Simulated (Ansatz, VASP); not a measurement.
# Two plane-wave programs on GaP

```
Ga P
1.0
     0.00000    2.58594    2.80167
     2.80167    0.00000    2.80167
     2.80167    2.58594    0.00000
Ga P
1 1
Direct
  0.00000 0.00000 0.00000
  0.75000 0.75000 0.75000
```

Alike in both runs: task single point; functional PBE; k mesh 10 × 10 × 10; occupations gaussian, width 0.05 eV; no spin polarisation.

```csv
,VASP,Ansatz
version,VASP 6.6.1,Ansatz 0.2.0
potentials or method,"VASP PAW PBE potentials, release 64 (Ga_d, P), cutoff 520 eV","scalar-relativistic, plane waves, PAW"
valence electrons in the cell,18,18
```

```tsv
	VASP	Ansatz	Ansatz less VASP
gap on the k mesh at the Fermi level (eV)	0.87	0.87	+0.001
least direct gap on the mesh (eV)	1.50	1.50	+0.001
pressure (GPa)	2.1	2.1	+0.02
traceless stress, the component that is largest in VASP (GPa)	3.35	3.34	-0.005
```
